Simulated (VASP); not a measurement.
# AgCl (Fm-3m) in VASP: a series of runs

Runs on AgCl. Level: PBEsol. Tasks: single point.

Program: VASP 6.6.1. These are calculated values, not measurements. Logs are shortened: lines on timing, memory, paths and dates and some standing lists are left out, and cuts for length are marked.

## 1. The cell of the first run

The structure is cubic, space group Fm-3m (No. 225). The conventional cell has a = 5.087 Å, b = 5.087 Å, c = 5.087 Å, α = 90.00°, β = 90.00°, γ = 90.00°. Within 3.4 Å of Ag (site symmetry m-3m) lie 6 Cl at 2.54 Å. Cl (site symmetry m-3m) has 6 Ag at 2.54 Å within 3.4 Å.

## 2. Single point, PBEsol

Input file INCAR:

```
SYSTEM = AgCl
PREC = Accurate
ENCUT = 520
EDIFF = 1E-7
ISMEAR = -1
SIGMA = 0.05
LREAL = .False.
LASPH = .True.
NELM = 80
ALGO = Normal
ISIF = 2
LWAVE = .False.
LCHARG = .True.
GGA = PS
LELF = .True.
LVHAR = .True.
NBANDS = 16
```

Input file KPOINTS:

```
Automatic mesh
0
Gamma
  8 8 8
  0 0 0
```

Input file POSCAR:

```
AgCl
1.0
    0.0000000000      2.5434568858      2.5434568858
    2.5434568858      0.0000000000      2.5434568858
    2.5434568858      2.5434568858      0.0000000000
Ag Cl
1 1
Direct
    0.0000000000      0.0000000000      0.0000000000
    0.5000000000      0.5000000000      0.5000000000
```

Potentials or basis: VASP PAW PBE potentials, release 64 (Ag, Cl).

The run is started by

```sh
cat potpaw_PBE.64/Ag/POTCAR potpaw_PBE.64/Cl/POTCAR > POTCAR
mpirun -np 1 vasp_std > vasp.out
```

OUTCAR:

```text
SYSTEM = AgCl
   PREC = Accurate
   ENCUT = 520
   EDIFF = 1E-7
   ISMEAR = -1
   LREAL = .False.
   LASPH = .True.
   NELM = 80
   ISIF = 2
   GGA = PS

 ion  position               nearest neighbor table
   1  0.000  0.000  0.000-   2 2.54   2 2.54   2 2.54   2 2.54   2 2.54   2 2.54
   2  0.500  0.500  0.500-   1 2.54   1 2.54   1 2.54   1 2.54   1 2.54   1 2.54

  LATTYP: Found a face centered cubic cell.
 ALAT       =     5.0869137716

  Lattice vectors:

 A1 = (   0.0000000000,   2.5434568858,   2.5434568858)
 A2 = (   2.5434568858,   0.0000000000,   2.5434568858)
 A3 = (   2.5434568858,   2.5434568858,   0.0000000000)

Analysis of symmetry for initial positions (statically):
=====================================================================
 Subroutine PRICEL returns:
 Original cell was already a primitive cell.

 Routine SETGRP: Setting up the symmetry group for a
 face centered cubic supercell.

 Subroutine GETGRP returns: Found 48 space group operations
 (whereof 48 operations were pure point group operations)
 out of a pool of 48 trial point group operations.

The static configuration has the point symmetry O_h .

Analysis of symmetry for dynamics (positions and initial velocities):
=====================================================================
 Subroutine PRICEL returns:
 Original cell was already a primitive cell.

 Routine SETGRP: Setting up the symmetry group for a
 face centered cubic supercell.

 Subroutine GETGRP returns: Found 48 space group operations
 (whereof 48 operations were pure point group operations)
 out of a pool of 48 trial point group operations.

The dynamic configuration has the point symmetry O_h .

 Subroutine INISYM returns: Found 48 space group operations
 (whereof 48 operations are pure point group operations),
 and found     1 'primitive' translations

----------------------------------------------------------------------------------------

                                     Primitive cell

  volume of cell :      32.9081

  direct lattice vectors                    reciprocal lattice vectors
     0.000000000  2.543456886  2.543456886    -0.196582849  0.196582849  0.196582849
     2.543456886  0.000000000  2.543456886     0.196582849 -0.196582849  0.196582849
     2.543456886  2.543456886  0.000000000     0.196582849  0.196582849 -0.196582849

  length of vectors
     3.596991223  3.596991223  3.596991223     0.340491482  0.340491482  0.340491482

[... 79 lines left out ...]
   NELM   =     80;   NELMIN=  2; NELMDL= -5     # of ELM steps
   EDIFF  = 0.1E-06   stopping-criterion for ELM
   LREAL  =      F    real-space projection
   EDIFFG = 0.1E-05   stopping-criterion for IOM
   NSW    =      0    number of steps for IOM
   IBRION =     -1    ionic relax: 0-MD 1-quasi-New 2-CG
   NFREE  =      0    steps in history (QN), initial steepest desc. (CG)
   ISIF   =      2    stress and relaxation
   ISYM   =      2    0-nonsym 1-usesym 2-fastsym
   POTIM  = 0.5000    time-step for ionic-motion
   TEBEG  =    0.0;   TEEND  =   0.0 temperature during run
   PSTRESS=    0.0 pullay stress
   NELECT =      18.0000    total number of electrons
   NUPDOWN=      -1.0000    fix difference up-down
   EMIN   =  10.00;   EMAX   =-10.00  energy-range for DOS
   EFERMI =   0.00;   METHOD = LEGACY
   ISMEAR =    -1;   SIGMA  =   0.05  broadening in eV -4-tet -1-fermi 0-gaus
   EFERMI_NEDOS =   21; number of points for ismear=-14 and -15
   IALGO  =     38    algorithm
   IMIX   =      4    mixing-type and parameters
     AMIX     =   0.40;   BMIX     =  1.00
     AMIX_MAG =   1.60;   BMIX_MAG =  1.00
  volume/ion in A,a.u.               =      16.45       111.04
  Fermi-wavevector in a.u.,A,eV,Ry     =   1.338848  2.530056 24.388635  1.792514
  Thomas-Fermi vector in A             =   2.467286
   LORBIT       =      0    0 simple, 1 ext, 2 COOP (PROOUT), +10 PAW based schemes
   GGA     = PS    functional components
   LHFCALC =     F    Hartree Fock is set to
   AEXX    =    0.0000 exact exchange contribution
   IVDW    =     0    specifies the selected vdW correction
   LEPSILON=     F    determine dielectric tensor
   LRPA    =     F    only Hartree local field effects (RPA)
 non-spin polarized calculation
  energy-cutoff  :      520.00
  volume of cell :       32.91
 maximum number of plane-waves:       905
   NGX = 13   NGY = 13   NGZ = 13

 number of electron      18.0000001 magnetization

 Free energy of the ion-electron system (eV)
  ---------------------------------------------------
  ext. energy  EPLUGINS =         0.00000000
  ---------------------------------------------------
  free energy    TOTEN  =        -5.68363034 eV

  energy without entropy =       -5.68362715  energy(sigma->0) =       -5.68362874

 E-fermi :   8.0087     XC(G=0): -11.6201

 val. band max:        7.5194893224   @ k =   0.5000   0.0000   0.0000
 cond. band min:       8.3631770288   @ k =   0.0000   0.0000   0.0000
 fundamental gap:      0.8436877064
 Fermi energy:         8.0086826689

 k-point     1 :       0.0000    0.0000    0.0000
  band No.  band energies     occupation
      1      -9.7053      2.00000
      2       3.6348      2.00000
      3       3.6348      2.00000
      4       3.6348      2.00000
      5       3.7000      2.00000
      6       3.7000      2.00000
[... 433 lines left out ...]
      3       1.3351      2.00000
      4       1.4559      2.00000
      5       4.2246      2.00000
      6       4.3301      2.00000
[... 8 lines left out ...]
     15      21.7060      0.00000
     16      23.3354      0.00000

 [... further k-points ...]

------------------------ aborting loop because EDIFF is reached ----------------------------------------

  FORCE on cell =-STRESS in cart. coord.  units (eV):
  Direction    XX          YY          ZZ          XY          YZ          ZX
  --------------------------------------------------------------------------------------
  -------------------------------------------------------------------------------------
  Total        4.0787260      4.0787260      4.0787260      0.0000000      0.0000000     -0.0000000
  in kB      198.5783846    198.5783846    198.5783846      0.0000000      0.0000000     -0.0000000
  external PRESSURE =     198.5783846 kB  Pullay stress =       0.0000000 kB

 VOLUME and BASIS-vectors are now :
 -----------------------------------------------------------------------------
  energy-cutoff  :      520.00
  volume of cell :       32.91
      direct lattice vectors                 reciprocal lattice vectors
     0.000000000  2.543456886  2.543456886    -0.196582849  0.196582849  0.196582849
     2.543456886  0.000000000  2.543456886     0.196582849 -0.196582849  0.196582849
     2.543456886  2.543456886  0.000000000     0.196582849  0.196582849 -0.196582849

 POSITION                                       TOTAL-FORCE (eV/Angst)
 -----------------------------------------------------------------------------------
      0.00000      0.00000      0.00000         0.000000      0.000000      0.000000
      2.54346      2.54346      2.54346         0.000000      0.000000     -0.000000
 -----------------------------------------------------------------------------------
    total drift:                                0.000000      0.000000      0.000000

  FREE ENERGIE OF THE ION-ELECTRON SYSTEM (eV)
  ---------------------------------------------------
  free  energy   TOTEN  =        -5.6836303377 eV

  energy  without entropy=       -5.6836271504  energy(sigma->0) =       -5.68362874
```

OSZICAR:

```text
N       E                     dE             d eps       ncg     rms          rms(c)
DAV:   1     0.989577305344E+02    0.98958E+02   -0.89773E+03   952   0.105E+03
DAV:   2    -0.266635876767E+01   -0.10162E+03   -0.94476E+02  1160   0.235E+02
DAV:   3    -0.584164818163E+01   -0.31753E+01   -0.31699E+01  1144   0.429E+01
DAV:   4    -0.585941978862E+01   -0.17772E-01   -0.17771E-01  1168   0.353E+00
DAV:   5    -0.585961071953E+01   -0.19093E-03   -0.19093E-03  1128   0.346E-01    0.132E+01
DAV:   6    -0.569180242699E+01    0.16781E+00   -0.29895E-01  1152   0.785E+00    0.840E+00
DAV:   7    -0.568540315711E+01    0.63993E-02   -0.77886E-02  1056   0.191E+00    0.254E+00
DAV:   8    -0.568373545117E+01    0.16677E-02   -0.28908E-03  1024   0.599E-01    0.357E-01
DAV:   9    -0.568361973446E+01    0.11572E-03   -0.72832E-04  1152   0.243E-01    0.612E-02
DAV:  10    -0.568362516652E+01   -0.54321E-05   -0.71137E-06  1176   0.312E-02    0.271E-02
DAV:  11    -0.568363034050E+01   -0.51740E-05   -0.41509E-06  1064   0.191E-02    0.861E-03
DAV:  12    -0.568363033767E+01    0.28292E-08   -0.21425E-07  1112   0.463E-03
   1 F= -.56836303E+01 E0= -.56836287E+01  d E =-.318731E-05
```

stdout:

```text
POSCAR found type information on POSCAR AgCl
 POSCAR found :  2 types and       2 ions
 scaLAPACK will be used
 -----------------------------------------------------------------------------
|                                                                             |
|                                                                             |
|     You enforced a specific xc type in the INCAR file but a different       |
|     I HOPE YOU KNOW WHAT YOU ARE DOING!                                     |
|                                                                             |
 -----------------------------------------------------------------------------

 LDA part: xc-table for (Slater+PW92), standard interpolation
 POSCAR, INCAR and KPOINTS ok, starting setup
 FFT: planning ... GRIDC
 FFT: planning ... GRID_SOFT
 FFT: planning ... GRID
 WAVECAR not read
 entering main loop
```

It took 27 s on 1 thread of Intel Xeon 8259CL, shared host; peak memory 0.16 GiB.

Results:

- Free energy: -5.6836 eV
- Pressure: 19.9 GPa
- Band gap on the k mesh: 0.84 eV (least direct gap 3.17 eV)

Caveat: the cell stands under pressure; the PAW data sets were made with another functional, which shifts forces and pressure a little. A k mesh can miss the band edges.

## 3. Single point, PBEsol

This run uses another cell than the first one, of 17.81 Å³/atom.

Input file INCAR:

```
SYSTEM = AgCl
  PREC = Accurate
  ENCUT = 520
  EDIFF = 1E-6
  ISMEAR = -1
  SIGMA = 0.05
  LREAL = .False.
  LASPH = .True.
  NELM = 100
  ALGO = Normal
  ISIF = 2
  LWAVE = .False.
  LCHARG = .False.
  GGA = PS
  NBANDS = 16
```

Input file KPOINTS:

```
regular mesh
0
Gamma
  8 8 8
  0 0 0
```

Input file POSCAR:

```
AgCl
1.0
    0.0000000000      2.6114600897      2.6114600897
    2.6114600897      0.0000000000      2.6114600897
    2.6114600897      2.6114600897      0.0000000000
Ag Cl
1 1
Direct
    0.0000000000      0.0000000000      0.0000000000
    0.5000000000      0.5000000000      0.5000000000
```

Potentials or basis: VASP PAW PBE potentials, release 64 (Ag, Cl).

The run is started by

```sh
cat potpaw_PBE.64/Ag/POTCAR potpaw_PBE.64/Cl/POTCAR > POTCAR
mpirun -np 1 vasp_std > vasp.out
```

Run time: 26 s. Hardware: 1 thread of Intel Xeon 8259CL, shared host; peak memory 0.16 GiB.

The run converged. Its results:

| Property | Result |
| --- | --- |
| Free energy | -5.9307 eV |
| Pressure | 9.9 GPa |
| Band gap on the k mesh | 0.77 eV (least direct gap 3.47 eV) |

Levels at points of the mesh, in eV from the valence-band top:
| k point | band 5 | band 6 | band 7 | band 8 | band 9 | band 10 | band 11 | band 12 | band 13 | band 14 |
| --- | --- | --- | --- | --- | --- | --- | --- | --- | --- | --- |
| (0.00, 0.00, 0.00) | -3.32 | -3.32 | -3.13 | -3.13 | -3.13 | 0.77 | 10.67 | 10.67 | 10.67 | 11.71 |
| (0.50, 0.00, 0.00) | -2.79 | -2.79 | -2.36 | 0.00 | 0.00 | 3.47 | 7.11 | 7.11 | 7.53 | 13.56 |
| (0.50, 0.50, 0.00) | -3.91 | -3.03 | -2.61 | -2.61 | -2.35 | 1.88 | 7.60 | 9.09 | 12.32 | 12.32 |

Caveat: the cell stands under pressure; the PAW data sets were made with another functional, which shifts forces and pressure a little. A k mesh can miss the band edges.
